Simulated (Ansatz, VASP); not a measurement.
# One calculation of Li, two programs

INCAR

```
SYSTEM = Li
ALGO = Normal ; EDIFF = 1E-8
ENCUT = 520 ; GGA = PS
ISIF = 2 ; ISMEAR = -1
LASPH = .True. ; LCHARG = .False.
LEFG = .True. ; LREAL = .False.
LWAVE = .False. ; NBANDS = 10
NELM = 80 ; PREC = Accurate
SIGMA = 0.08
```

The input KPOINTS:

```
k-points
0
Gamma
  15 15 8
  0 0 0
```

Contents of POSCAR:

```
Li
1.0
    3.1110021516      0.0000000000      0.0000000000
   -1.5555010758      2.6942068945      0.0000000000
    0.0000000000      0.0000000000      4.9402100000
Li
2
Direct
    0.3333333333      0.6666666667      0.2500000000
    0.6666666667      0.3333333333      0.7500000000
```

Input for Ansatz:

```yaml
crystal:
  lattice:
    - [3.1110021516, 0.0, 0.0]
    - [-1.5555010758, 2.6942068945, 0.0]
    - [0.0, 0.0, 4.94021]
  atoms:
    - { symbol: Li, position: [0.3333333333, 0.6666666667, 0.25] }
    - { symbol: Li, position: [0.6666666667, 0.3333333333, 0.75] }
kpoints:
  mp_grid: { grid: [15, 15, 8] }
scf:
  occupations: { method: fermi_dirac, width: 0.08 }
hamiltonian:
  xc: pbesol
  pseudopotentials: { kind: all_electron, datasets: crystal }
output:
  forces: true
  stress: true
  eigenvalues: true
  efg: { contact_densities: true }
```

Change from the starting cell: zz strain of -3 %, crystal datasets.

Alike in both runs: task electric field gradients; functional PBEsol; k mesh 15 × 15 × 8; occupations fermi-dirac, width 0.08 eV; no spin polarisation.

```csv
,VASP,Ansatz
version,VASP 6.6.1,Ansatz 0.2.0
potentials or method,"VASP PAW PBE potentials, release 64 (Li_sv), cutoff 520 eV","all-electron PAW with datasets made for the crystal, scalar-relativistic"
```

```csv
,VASP,Ansatz,Ansatz less VASP
size of Vzz on the site where it differs most (V/Å²),0.1,0.1,-0.03
```

VASP's potentials were made for PBE, not for PBEsol. Ansatz ran all-electron here, and VASP with PAW potentials.

Noted on VASP's run: the cutoff is under 1.25 times that of the potentials, so the pressure is a little rough.
